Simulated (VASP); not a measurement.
# Br (I4/mmm) in VASP: notebook, part 3 of 3

VASP 6.6.1. The steps go on from the part before.

## (5) Single point, PBE+D3(BJ)

This run uses another cell than the first one, of 27.35 Å³/atom.

Input file INCAR:

```
SYSTEM = Br
  PREC = Accurate
  ENCUT = 520
  EDIFF = 1E-6
  ISMEAR = 0
  SIGMA = 0.15
  LREAL = .False.
  LASPH = .True.
  NELM = 100
  ALGO = Fast
  ISIF = 2
  LWAVE = .False.
  LCHARG = .False.
  GGA = PE
  IVDW = 12
  NBANDS = 10
```

Input file KPOINTS:

```
Automatic mesh
0
Gamma
  22 22 22
  0 0 0
```

Input file POSCAR:

```
Br
1.0
   -1.4216501623      1.4216501623      3.3826500000
    1.4216501623     -1.4216501623      3.3826500000
    1.4216501623      1.4216501623     -3.3826500000
Br
1
Direct
    0.0000000000      0.0000000000      0.0000000000
```

Potentials or basis: VASP PAW PBE potentials, release 64 (Br).

Started as:

```sh
> cat potpaw_PBE.64/Br/POTCAR > POTCAR
> mpirun -np 1 vasp_std > vasp.out
```

OUTCAR:

```text
SYSTEM = Br
   PREC = Accurate
   ENCUT = 520
   EDIFF = 1E-6
   ISMEAR = 0
   LREAL = .False.
   LASPH = .True.
   NELM = 100
   ISIF = 2
   GGA = PE
   IVDW = 12
 IVDW          = 12

 ion  position               nearest neighbor table
   1  0.000  0.000  0.000-

  LATTYP: Found a body centered tetragonal cell.
 ALAT       =     2.8433003246
 C/A-ratio  =     2.3793828395

  Lattice vectors:

 A1 = (  -1.4216501623,   1.4216501623,   3.3826500000)
 A2 = (   1.4216501623,  -1.4216501623,   3.3826500000)
 A3 = (   1.4216501623,   1.4216501623,  -3.3826500000)

Analysis of symmetry for initial positions (statically):
=====================================================================
 Subroutine PRICEL returns:
 Original cell was already a primitive cell.

 Routine SETGRP: Setting up the symmetry group for a
 body centered tetragonal supercell.

 Subroutine GETGRP returns: Found 16 space group operations
 (whereof 16 operations were pure point group operations)
 out of a pool of 16 trial point group operations.

The static configuration has the point symmetry D_4h.

Analysis of symmetry for dynamics (positions and initial velocities):
[... 166 lines left out ...]
 k-point     1 :       0.0000    0.0000    0.0000
  band No.  band energies     occupation
      1     -14.4624      2.00000
      2      -0.0697      2.00000
      3       2.9027      0.00000
      4       2.9027      0.00000
      5       7.7156      0.00000
      6      11.8273      0.00000
      7      12.4353      0.00000
      8      17.5555      0.00000
      9      17.5555      0.00000
     10      18.5192      0.00000
[... 287 lines left out ...]
 k-point    24 :      -0.4545    0.0455   -0.0000
  band No.  band energies     occupation
      1     -12.7605      2.00000
      2      -3.8510      2.00000
      3       0.0712      2.00000
      4       3.5486      0.00000
      5       8.3544      0.00000
      6      14.1187      0.00000
      7      14.5109      0.00000
      8      16.3713      0.00000
      9      18.7028      0.00000
     10      19.8621      0.00000

 [... further k-points ...]

------------------------ aborting loop because EDIFF is reached ----------------------------------------

 Edisp (eV)   -0.26754

 E8    (eV) :    -0.1064

  FORCE on cell =-STRESS in cart. coord.  units (eV):
  Direction    XX          YY          ZZ          XY          YZ          ZX
  --------------------------------------------------------------------------------------
  -------------------------------------------------------------------------------------
  Total      -0.00846    -0.00846     0.19998     0.00000     0.00000     0.00000
  in kB      -0.49584    -0.49584    11.71642     0.00000     0.00000     0.00000
  external pressure =        3.57 kB  Pullay stress =        0.00 kB

 VOLUME and BASIS-vectors are now :
 -----------------------------------------------------------------------------
  energy-cutoff  :      520.00
  volume of cell :       27.35
      direct lattice vectors                 reciprocal lattice vectors
    -1.421650162  1.421650162  3.382650000     0.000000000  0.351703966  0.147813105
     1.421650162 -1.421650162  3.382650000     0.351703966  0.000000000  0.147813105
     1.421650162  1.421650162 -3.382650000     0.351703966  0.351703966  0.000000000

 POSITION                                       TOTAL-FORCE (eV/Angst)
 -----------------------------------------------------------------------------------
      0.00000      0.00000      0.00000        -0.000000      0.000000     -0.000000
 -----------------------------------------------------------------------------------
    total drift:                                0.000000     -0.000000      0.000000

  FREE ENERGIE OF THE ION-ELECTRON SYSTEM (eV)
  ---------------------------------------------------
  free  energy   TOTEN  =        -1.6920935982 eV

  energy  without entropy=       -1.6867636970  energy(sigma->0) =       -1.68942865
```

OSZICAR:

```text
N       E                     dE             d eps       ncg     rms          rms(c)
DAV:   1     0.211402464616E+02    0.21140E+02   -0.29113E+03 16728   0.539E+02
DAV:   2    -0.599049607817E+00   -0.21739E+02   -0.21106E+02 21370   0.976E+01
DAV:   3    -0.146358003495E+01   -0.86453E+00   -0.85573E+00 20358   0.182E+01
DAV:   4    -0.146636897579E+01   -0.27889E-02   -0.27887E-02 20818   0.124E+00
DAV:   5    -0.146637664680E+01   -0.76710E-05   -0.76711E-05 20416   0.613E-02    0.617E+00
RMM:   6    -0.143679033769E+01    0.29586E-01   -0.12222E-02 16968   0.658E-01    0.371E+00
RMM:   7    -0.142442343172E+01    0.12367E-01   -0.30093E-02 18577   0.111E+00    0.131E-01
RMM:   8    -0.142453443601E+01   -0.11100E-03   -0.20251E-03 19169   0.392E-01    0.178E-02
RMM:   9    -0.142455574670E+01   -0.21311E-04   -0.21804E-04 20452   0.136E-01    0.165E-02
RMM:  10    -0.142455664485E+01   -0.89815E-06   -0.26413E-05 20031   0.435E-02    0.661E-03
RMM:  11    -0.142455711727E+01   -0.47242E-06   -0.60758E-06 19411   0.207E-02
   1 F= -.16920936E+01 E0= -.16894286E+01  d E =-.532990E-02
```

Run time: 3.4 min. Hardware: 1 thread of Oxide Virtual Turin-like, shared host; peak memory 0.31 GiB.

What came out:

- Free energy: -1.6921 eV
- Pressure: 0.4 GPa
- Band gap on the k mesh: zero (an odd number of electrons rules out a gap without spin polarisation)
- Dispersion energy per atom: -0.268 eV

Stress tensor (GPa, compression positive):
```
-0.05  0.00  0.00
 0.00 -0.05  0.00
 0.00  0.00  1.17
```

Caveat: an odd number of electrons without spin polarisation forces a metal; a magnetic or distorted state may lie lower.

## (6) The runs side by side

| cell | gap on the mesh (eV) | pressure (GPa) |
| --- | --- | --- |
| a = 4.050 Å, angles 140.3, 140.3, 57.4°, 1 atom | none | 4.4 |
| a = 3.702 Å, angles 132.4, 132.4, 69.5°, 1 atom | none | -2.3 |
| a = 4.185 Å, angles 142.3, 142.3, 54.3°, 1 atom | none | 7.0 |
| a = 3.935 Å, angles 137.6, 137.6, 61.5°, 1 atom | none | 0.4 |

Alike in all rows: task single point; level PBE+D3(BJ); potentials or basis VASP PAW PBE potentials, release 64 (Br); no spin polarisation; k mesh 22 × 22 × 22; cutoff (eV) 520; smearing gaussian 0.15 eV.

Caveats: an odd number of electrons without spin polarisation forces a metal; a magnetic or distorted state may lie lower; the stress differs along the axes, from -0 to 7 GPa (at least some runs); the stress differs along the axes, from -6 to 5 GPa (at least some runs); the stress differs along the axes, from -1 to 11 GPa (at least some runs).

Absolute energies hang on the potentials; compare differences alone.
